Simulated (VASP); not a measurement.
A run of VASP 6.6.1 is set up as follows.

INCAR

```
SYSTEM = MgCd2S3
PREC = Accurate
ENCUT = 520
EDIFF = 1E-6
ISMEAR = 0
SIGMA = 0.02
LREAL = .False.
LASPH = .True.
NELM = 100
ALGO = Normal
ISIF = 2
LWAVE = .False.
LCHARG = .True.
GGA = PE
LELF = .True.
LVHAR = .True.
NBANDS = 56
```

The input KPOINTS:

```
Automatic mesh
0
Gamma
  6 6 2
  0 0 0
```

POSCAR

```
MgCd2S3
1.0
    4.1485957449      0.0000000000      0.0000000000
   -2.0742978724      3.5927893051      0.0000000000
    0.0000000000      0.0000000000     20.1666349359
Mg Cd S
2 4 6
Direct
    0.6666666667      0.3333333333      0.5021991585
    0.6666666667      0.3333333333      0.8313276458
    0.3333333333      0.6666666667      0.9975511393
    0.3333333333      0.6666666667      0.3394955562
    0.3333333333      0.6666666667      0.6687139036
    0.6666666667      0.3333333333      0.1683098248
    0.3333333333      0.6666666667      0.1249473475
    0.3333333333      0.6666666667      0.4668760422
    0.3333333333      0.6666666667      0.7960030230
    0.6666666667      0.3333333333      0.2957817304
    0.6666666667      0.3333333333      0.6248317310
    0.6666666667      0.3333333333      0.9539628776
```

Potentials or basis: VASP PAW PBE potentials, release 64 (Mg, Cd, S).

Command:

```sh
$ cat potpaw_PBE.64/Mg/POTCAR potpaw_PBE.64/Cd/POTCAR potpaw_PBE.64/S/POTCAR > POTCAR
$ mpirun -np 1 vasp_std > vasp.out
```

(1) Estimate the band gap on the k mesh.

(2) Estimate the pressure.

## Answers

(1) 1.53 eV.

(2) 0.2 GPa.
